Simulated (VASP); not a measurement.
# RbBr (Fm-3m) in VASP: notebook

Aim: see how the results for RbBr move with the level of theory and the settings. Levels: PBE, HSE06, PBE0. Tasks: single point.

Program: VASP 6.6.1. These are calculated values, not measurements. Logs are shortened: lines on timing, memory, paths and dates and some standing lists are left out, and cuts for length are marked.

## Step 1: The cell of the first run

The structure is cubic, space group Fm-3m (No. 225). Conventional cell: a = 6.922 Å, b = 6.922 Å, c = 6.922 Å, α = 90.00°, β = 90.00°, γ = 90.00°. Rb (site symmetry m-3m) has 6 Br at 3.46 Å within 4.5 Å. Within 4.5 Å of Br (site symmetry m-3m) lie 6 Rb at 3.46 Å.

## Step 2: Single point, PBE

INCAR reads:

```
PREC     = Accurate       # precision mode
ENCUT    = 520            # plane-wave cutoff, eV
EDIFF    = 1E-7           # SCF threshold, eV
ISMEAR   = 0              # smearing method
SIGMA    = 0.01           # smearing width, eV
LREAL    = False          # projectors in reciprocal space
LASPH    = True           # aspherical terms in the spheres
NELM     = 100            # most SCF steps
ALGO     = Normal         # electronic algorithm
ISIF     = 2              # what is computed and relaxed
LWAVE    = False          # write WAVECAR
LCHARG   = False          # write CHGCAR
GGA      = PE             # functional
NBANDS   = 15             # bands
```

KPOINTS reads:

```
Automatic mesh
0
Gamma
  6 6 6
```

POSCAR reads:

```
RbBr
1.0
    0.0000000000      3.4610548593      3.4610548593
    3.4610548593      0.0000000000      3.4610548593
    3.4610548593      3.4610548593      0.0000000000
Rb Br
1 1
Direct
    0.0000000000      0.0000000000      0.0000000000
    0.5000000000      0.5000000000      0.5000000000
```

Potentials or basis: VASP PAW PBE potentials, release 64 (Rb_sv, Br).

Launch:

```sh
$ cat potpaw_PBE.64/Rb_sv/POTCAR potpaw_PBE.64/Br/POTCAR > POTCAR
$ mpirun -np 1 vasp_std > vasp.out
```

OUTCAR:

```text
PREC = Accurate
   ENCUT = 520
   EDIFF = 1E-7
   ISMEAR = 0
   LREAL = False
   LASPH = True
   NELM = 100
   ISIF = 2
   GGA = PE

 ion  position               nearest neighbor table
   1  0.000  0.000  0.000-   2 3.46   2 3.46   2 3.46   2 3.46   2 3.46   2 3.46
   2  0.500  0.500  0.500-   1 3.46   1 3.46   1 3.46   1 3.46   1 3.46   1 3.46

  LATTYP: Found a face centered cubic cell.
 ALAT       =     6.9221097186

  Lattice vectors:

 A1 = (   0.0000000000,   3.4610548593,   3.4610548593)
 A2 = (   3.4610548593,   0.0000000000,   3.4610548593)
 A3 = (   3.4610548593,   3.4610548593,   0.0000000000)

Analysis of symmetry for initial positions (statically):
=====================================================================
 Subroutine PRICEL returns:
 Original cell was already a primitive cell.

 Routine SETGRP: Setting up the symmetry group for a
 face centered cubic supercell.

 Subroutine GETGRP returns: Found 48 space group operations
 (whereof 48 operations were pure point group operations)
 out of a pool of 48 trial point group operations.

The static configuration has the point symmetry O_h .

Analysis of symmetry for dynamics (positions and initial velocities):
=====================================================================
 Subroutine PRICEL returns:
 Original cell was already a primitive cell.

 Routine SETGRP: Setting up the symmetry group for a
 face centered cubic supercell.

 Subroutine GETGRP returns: Found 48 space group operations
 (whereof 48 operations were pure point group operations)
 out of a pool of 48 trial point group operations.

The dynamic configuration has the point symmetry O_h .

 Subroutine INISYM returns: Found 48 space group operations
 (whereof 48 operations are pure point group operations),
 and found     1 'primitive' translations

----------------------------------------------------------------------------------------

                                     Primitive cell

  volume of cell :      82.9193

  direct lattice vectors                    reciprocal lattice vectors
     0.000000000  3.461054859  3.461054859    -0.144464627  0.144464627  0.144464627
     3.461054859  0.000000000  3.461054859     0.144464627 -0.144464627  0.144464627
     3.461054859  3.461054859  0.000000000     0.144464627  0.144464627 -0.144464627

  length of vectors
     4.894670722  4.894670722  4.894670722     0.250220074  0.250220074  0.250220074

  position of ions in fractional coordinates (direct lattice)
     0.000000000  0.000000000  0.000000000
     0.500000000  0.500000000  0.500000000

  ion indices of the primitive-cell ions
   primitive index   ion index
                 1           1
[... 77 lines left out ...]
   EMIN   =  10.00;   EMAX   =-10.00  energy-range for DOS
   EFERMI =   0.00;   METHOD = LEGACY
   ISMEAR =     0;   SIGMA  =   0.01  broadening in eV -4-tet -1-fermi 0-gaus
   EFERMI_NEDOS =   21; number of points for ismear=-14 and -15
   IALGO  =     38    algorithm
   IMIX   =      4    mixing-type and parameters
     AMIX     =   0.40;   BMIX     =  1.00
     AMIX_MAG =   1.60;   BMIX_MAG =  1.00
  volume/ion in A,a.u.               =      41.46       279.78
  Fermi-wavevector in a.u.,A,eV,Ry     =   0.946011  1.787702 12.176363  0.894937
  Thomas-Fermi vector in A             =   2.073968
   LORBIT       =      0    0 simple, 1 ext, 2 COOP (PROOUT), +10 PAW based schemes
   GGA     = PE    functional components
   LHFCALC =     F    Hartree Fock is set to
   AEXX    =    0.0000 exact exchange contribution
   IVDW    =     0    specifies the selected vdW correction
   LEPSILON=     F    determine dielectric tensor
   LRPA    =     F    only Hartree local field effects (RPA)
 non-spin polarized calculation
 Gauss-broadening in eV      SIGMA  =   0.01
  energy-cutoff  :      520.00
  volume of cell :       82.92
 maximum number of plane-waves:      2252
   NGX = 19   NGY = 19   NGZ = 19

 number of electron      15.9999997 magnetization

 Free energy of the ion-electron system (eV)
  ---------------------------------------------------
  ext. energy  EPLUGINS =         0.00000000
  ---------------------------------------------------
  free energy    TOTEN  =        -6.10934953 eV

  energy without entropy =       -6.10934953  energy(sigma->0) =       -6.10934953

 E-fermi :  -1.7043     XC(G=0):  -7.1168

 val. band max:       -1.8623630749   @ k =   0.0000   0.0000   0.0000
 cond. band min:       2.4259622101   @ k =   0.0000   0.0000   0.0000
 fundamental gap:      4.2883252850
 Fermi energy:        -1.7042836932

 k-point     1 :       0.0000    0.0000    0.0000
  band No.  band energies     occupation
      1     -26.3393      2.00000
      2     -14.0145      2.00000
      3     -10.4137      2.00000
      4     -10.4137      2.00000
      5     -10.4137      2.00000
      6      -1.8624      2.00000
      7      -1.8624      2.00000
      8      -1.8624      2.00000
      9       2.4260      0.00000
     10       5.4079      0.00000
     11       5.4079      0.00000
     12       5.4079      0.00000
     13       6.2757      0.00000
     14       6.2757      0.00000
[... 257 lines left out ...]
      2     -13.9830      2.00000
      3     -10.5510      2.00000
      4     -10.5021      2.00000
      5     -10.4184      2.00000
      6      -2.2716      2.00000
      7      -2.2529      2.00000
      8      -2.1204      2.00000
      9       4.4489      0.00000
     10       5.8789      0.00000
     11       6.0506      0.00000
     12       6.9617      0.00000
     13       8.0252      0.00000
     14       8.8815      0.00000
     15       9.3245      0.00000

------------------------ aborting loop because EDIFF is reached ----------------------------------------

  FORCE on cell =-STRESS in cart. coord.  units (eV):
  Direction    XX          YY          ZZ          XY          YZ          ZX
  --------------------------------------------------------------------------------------
  -------------------------------------------------------------------------------------
  Total        0.2934606      0.2934606      0.2934606      0.0000000     -0.0000000     -0.0000000
  in kB        5.6702851      5.6702851      5.6702851      0.0000000     -0.0000000     -0.0000000
  external PRESSURE =       5.6702851 kB  Pullay stress =       0.0000000 kB

 VOLUME and BASIS-vectors are now :
 -----------------------------------------------------------------------------
  energy-cutoff  :      520.00
  volume of cell :       82.92
      direct lattice vectors                 reciprocal lattice vectors
     0.000000000  3.461054859  3.461054859    -0.144464627  0.144464627  0.144464627
     3.461054859  0.000000000  3.461054859     0.144464627 -0.144464627  0.144464627
     3.461054859  3.461054859  0.000000000     0.144464627  0.144464627 -0.144464627

 POSITION                                       TOTAL-FORCE (eV/Angst)
 -----------------------------------------------------------------------------------
      0.00000      0.00000      0.00000         0.000000     -0.000000     -0.000000
      3.46105      3.46105      3.46105        -0.000000      0.000000      0.000000
 -----------------------------------------------------------------------------------
    total drift:                                0.000000      0.000000      0.000000

  FREE ENERGIE OF THE ION-ELECTRON SYSTEM (eV)
  ---------------------------------------------------
  free  energy   TOTEN  =        -6.1093495297 eV

  energy  without entropy=       -6.1093495297  energy(sigma->0) =       -6.10934953
```

stdout:

```text
POSCAR found type information on POSCAR RbBr
 POSCAR found :  2 types and       2 ions
 scaLAPACK will be used
 LDA part: xc-table for (Slater+PW92), standard interpolation
 POSCAR, INCAR and KPOINTS ok, starting setup
 FFT: planning ... GRIDC
 FFT: planning ... GRID_SOFT
 FFT: planning ... GRID
 WAVECAR not read
 entering main loop
```

Run time: 8.2 s. Hardware: 1 thread of Intel Xeon Platinum 8481C at 2.70GHz (Sapphire Rapids), shared host; peak memory 0.2 GiB.

Results:

* Free energy: -6.1093 eV
* Pressure: 0.6 GPa
* Band gap on the k mesh: 4.29 eV, direct

Levels at points of the mesh, in eV from the valence-band top:
```tsv
k point	band 4	band 5	band 6	band 7	band 8	band 9	band 10	band 11	band 12	band 13
(0.00, 0.00, 0.00)	-8.55	-8.55	0.00	0.00	0.00	4.29	7.27	7.27	7.27	8.14
(0.50, 0.00, 0.00)	-8.56	-8.51	-0.94	-0.33	-0.33	6.74	7.61	9.40	9.40	10.07
(0.50, 0.50, 0.00)	-8.62	-8.62	-0.47	-0.16	-0.16	5.64	7.02	9.05	9.15	9.32
```

A hybrid or GW would open this gap; PBE tends to underestimate it.

## Step 3: Single point, HSE06

POSCAR is that of step 2.

INCAR.step1 reads:

```
  PREC = Accurate
  ENCUT = 520
  EDIFF = 1E-5
  ISMEAR = 0
  SIGMA = 0.01
  LREAL = F
  LASPH = T
  NELM = 100
  ALGO = Normal
  ISIF = 2
  LWAVE = T
  GGA = PE
  NBANDS = 15
```

INCAR.step2 reads:

```
  PREC = Accurate
  ENCUT = 520
  EDIFF = 1E-7
  ISMEAR = 0
  SIGMA = 0.01
  LREAL = F
  LASPH = T
  NELM = 100
  ALGO = Normal
  ISIF = 2
  LWAVE = F
  LCHARG = T
  GGA = PE
  LHFCALC = T
  HFSCREEN = 0.2079
  PRECFOCK = Normal
  LELF = T
  LVHAR = T
  ISTART = 1
  NBANDS = 15
```

KPOINTS reads:

```
regular mesh
0
Gamma
  4 4 4
```

Potentials or basis: VASP PAW PBE potentials, release 64 (Rb_sv, Br).

Launch:

```sh
$ cat potpaw_PBE.64/Rb_sv/POTCAR potpaw_PBE.64/Br/POTCAR > POTCAR
$ cp INCAR.step1 INCAR
$ mpirun -np 1 vasp_std > vasp.out
$ cp INCAR.step2 INCAR
$ mpirun -np 1 vasp_std > vasp.out
```

Wall time 4.1 min (1 thread of Intel Xeon Platinum 8481C at 2.70GHz (Sapphire Rapids), shared host); peak memory 0.32 GiB.

Results (log left out):

| Property | Result |
| --- | --- |
| Free energy | -7.0725 eV |
| Pressure | 0.3 GPa |
| Band gap on the k mesh | 5.44 eV, direct |

Levels at points of the mesh, in eV from the valence-band top:
```
           k point  band 5  band 6  band 7  band 8  band 9  band 10  band 11  band 12
(0.00, 0.00, 0.00)   -9.07    0.00    0.00    0.00    5.44     8.53     8.53     8.53
(0.50, 0.00, 0.00)   -9.02   -0.97   -0.34   -0.34    7.88     8.86    10.81    10.81
(0.50, 0.50, 0.00)   -9.14   -0.49   -0.17   -0.17    6.78     8.30    10.27    10.58
```

Caveat: the PAW data sets were made with another functional, which shifts forces and pressure a little.

## Step 4: Single point, PBE0

POSCAR is that of step 3.

INCAR.step1 reads:

```
PREC = Accurate
ENCUT = 520
EDIFF = 1E-5
ISMEAR = 0
SIGMA = 0.01
LREAL = False
LASPH = True
NELM = 80
ALGO = Normal
ISIF = 2
LWAVE = True
GGA = PE
NBANDS = 15
```

INCAR.step2 reads:

```
PREC = Accurate
ENCUT = 520
EDIFF = 1E-7
ISMEAR = 0
SIGMA = 0.01
LREAL = False
LASPH = True
NELM = 80
ALGO = Normal
ISIF = 2
LWAVE = False
LCHARG = True
GGA = PE
LHFCALC = True
AEXX = 0.25
PRECFOCK = Normal
LELF = True
LVHAR = True
ISTART = 1
NBANDS = 15
```

KPOINTS reads:

```
Automatic mesh
0
Gamma
  4 4 4
```

Launch:

```sh
$ cat potpaw_PBE.64/Rb_sv/POTCAR potpaw_PBE.64/Br/POTCAR > POTCAR
$ cp INCAR.step1 INCAR
$ mpirun -np 1 vasp_std > vasp.out
$ cp INCAR.step2 INCAR
$ mpirun -np 1 vasp_std > vasp.out
```

Run time: 3.9 min. Hardware: 1 thread of Intel Xeon Platinum 8481C at 2.70GHz (Sapphire Rapids), shared host; peak memory 0.22 GiB.

The run converged. Its results:

- Free energy: -7.5911 eV
- Pressure: 0.3 GPa
- Band gap on the k mesh: 6.17 eV, direct

Levels at points of the mesh, in eV from the valence-band top:
```csv
k point,band 6,band 7,band 8,band 9,band 10,band 11
"(0.00, 0.00, 0.00)",0.00,0.00,0.00,6.17,9.29,9.29
"(0.50, 0.00, 0.00)",-0.99,-0.35,-0.35,8.62,9.63,11.59
"(0.50, 0.50, 0.00)",-0.51,-0.17,-0.17,7.53,9.06,11.02
```

Caveat: the PAW data sets were made with another functional, which shifts forces and pressure a little.

## Step 5: Overview

| level | k mesh | grid for exact exchange (PRECFOCK) | screening parameter | gap on the mesh (eV) | pressure (GPa) |
| --- | --- | --- | --- | --- | --- |
| PBE | 6 × 6 × 6 | - | - | 4.29 | 0.6 |
| HSE06 | 4 × 4 × 4 | Normal | 0.2079 1/Å | 5.44 | 0.3 |
| PBE0 | 4 × 4 × 4 | Normal | - | 6.17 | 0.3 |

Alike in all rows: task single point; potentials or basis VASP PAW PBE potentials, release 64 (Rb_sv, Br); no spin polarisation; cell as given; cutoff (eV) 520; smearing gaussian 0.01 eV.

On the cell as given the gap runs from 4.29 eV (PBE) to 6.17 eV (PBE0); the meshes differ, which moves gaps too. The pressure there spans 0.3 GPa (PBE0) to 0.6 GPa (PBE); a positive pressure means that this level wants a larger cell, a negative one a smaller.

Caveats: the PAW data sets were made with another functional, which shifts forces and pressure a little (some runs).

Absolute energies hang on the potentials; compare differences alone.
